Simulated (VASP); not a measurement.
Crystal: Pt.

```
CELL_PARAMETERS angstrom
0.00000 2.01400 2.01400
2.01400 0.00000 2.01400
2.01400 2.01400 0.00000
ATOMIC_POSITIONS crystal
Pt 0.00000 0.00000 0.00000
```

Base run:

* Program: VASP 6.6.1
* Functional: PBE
* Potentials or basis: VASP PAW PBE potentials, release 64 (Pt)
* Cutoff: 500 eV
* k mesh: 12 × 12 × 12
* Occupations: fermi-dirac, width 0.05 eV
* Spin: no spin polarisation

Its results: band gap on the k mesh zero (band 5 reaches 10.21 eV, above the bottom of band 6 at 8.28 eV); pressure -9.8 GPa.

Q: The run is repeated on the same cell with these changes: k mesh from 12 × 12 × 12 to 6 × 6 × 6. What comes out?

A: Band gap on the k mesh zero (band 5 reaches 10.16 eV, above the bottom of band 6 at 8.23 eV); pressure -12.2 GPa.

Caveats: some runs use coarse meshes; spin-orbit coupling is left out, which moves the levels of the heavy elements.
